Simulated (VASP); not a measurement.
Set up this calculation in VASP 6.6.1, as the native input.

```
Task                   : single point
Functional             : PBE
Dispersion             : D3(BJ)
Potentials or basis    : VASP PAW PBE potentials, release 64 (Rh_pv, Cl)
Cutoff                 : 520 eV
k mesh                 : 6 × 6 × 1
Occupations            : gaussian, width 0.1 eV
Spin                   : no spin polarisation
Dipole correction      : yes
Further INCAR settings : ALGO = Normal; EDIFF = 1e-06; NBANDS = 106
```

The structure of Rh12Cl lies in POSCAR:

```
Rh12Cl
1.0
    5.3650160462      0.0000000000      0.0000000000
   -2.6825080231      4.6462401878      0.0000000000
    0.0000000000      0.0000000000     21.6939918225
Rh Cl
12 1
Direct
    0.3333333333      0.1666666667      0.1843828482
    0.3333333333      0.6666666667      0.1843828482
    0.8333333333      0.1666666667      0.1843828482
    0.8333333333      0.6666666667      0.1843828482
    0.1666666667      0.3333333333      0.2833554855
    0.1666666667      0.8333333333      0.2833554855
    0.6666666667      0.3333333333      0.2833554855
    0.6666666667      0.8333333333      0.2833554855
    0.0000000000      0.0000000000      0.3823174587
    0.0000000000      0.5000000000      0.3823174587
    0.5000000000      0.0000000000      0.3823174587
    0.5000000000      0.5000000000      0.3823174587
    0.3333333333      0.1666666667      0.5252141660
```

One way to write it, as run:

INCAR

```
SYSTEM = Rh12Cl
ALGO     = Normal         ! electronic algorithm
DIPOL    = 0.5 0.5 0.302
EDIFF    = 1E-6           ! SCF threshold, eV
ENCUT    = 520            ! plane-wave cutoff, eV
GGA      = PE             ! functional
IDIPOL   = 3            
ISIF     = 2              ! what is computed and relaxed
ISMEAR   = 0              ! smearing method
IVDW     = 12             ! dispersion correction
LASPH    = .True.         ! aspherical terms in the spheres
LCHARG   = .False.        ! write CHGCAR
LDIPOL   = .True.       
LREAL    = .False.        ! projectors in reciprocal space
LWAVE    = .False.        ! write WAVECAR
NBANDS   = 106            ! bands
NELM     = 80             ! most SCF steps
PREC     = Accurate       ! precision mode
SIGMA    = 0.1            ! smearing width, eV
```

KPOINTS

```
k-points
0
Gamma
  6 6 1
  0 0 0
```

Potentials or basis: VASP PAW PBE potentials, release 64 (Rh_pv, Cl).

Launch:

```sh
$ cat potpaw_PBE.64/Rh_pv/POTCAR potpaw_PBE.64/Cl/POTCAR > POTCAR
$ mpirun -np 1 vasp_std > vasp.out
```

Results of the run:

```
Largest force              : 1.852 eV/Å
Band gap on the k mesh     : zero (an odd number of electrons rules out a gap without spin polarisation)
Dispersion energy per atom : -0.418 eV
```

Caveat: an odd number of electrons without spin polarisation forces a metal; a magnetic or distorted state may lie lower.

It took 32 min on 1 thread of Intel(R) Xeon(R) Platinum 8259CL CPU @ 2.50GHz (Skylake/Cascade Lake) (shared host), peak memory 0.72 GiB.
